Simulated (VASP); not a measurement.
Input of a VASP 6.6.1 run:

The input INCAR:

```
SYSTEM = Si
PREC     = Accurate       ! precision mode
ENCUT    = 520            ! plane-wave cutoff, eV
EDIFF    = 1E-6           ! SCF threshold, eV
ISMEAR   = -1             ! smearing method
SIGMA    = 0.13605693000000002 ! smearing width, eV
LREAL    = .FALSE.        ! projectors in reciprocal space
LASPH    = .TRUE.         ! aspherical terms in the spheres
NELM     = 100            ! most SCF steps
ALGO     = Normal         ! electronic algorithm
ISIF     = 2              ! what is computed and relaxed
LWAVE    = .FALSE.        ! write WAVECAR
LCHARG   = .FALSE.        ! write CHGCAR
GGA      = PS             ! functional
NBANDS   = 8              ! bands
```

The input KPOINTS:

```
Automatic mesh
0
G
  15 15 15
  0 0 0
```

Contents of POSCAR:

```
Si
1.0
    0.0000000000      1.9129767277      1.9129767277
    1.9129767277      0.0000000000      1.9129767277
    1.9129767277      1.9129767277      0.0000000000
Si
1
Direct
    0.0000000000      0.0000000000      0.0000000000
```

Potentials or basis: VASP PAW PBE potentials, release 64 (Si).

Run with:

```bash
$ cat potpaw_PBE.64/Si/POTCAR > POTCAR
$ mpirun -np 1 vasp_std > vasp.out
```

(1) Estimate the band gap on the k mesh.

(2) What does it give for the pressure?

## Answers

(1) zero (band 2 reaches 22.09 eV, above the bottom of band 3 at 7.56 eV).

(2) 0.5 GPa.

Caveat: the PAW data sets were made with another functional, which shifts forces and pressure a little.
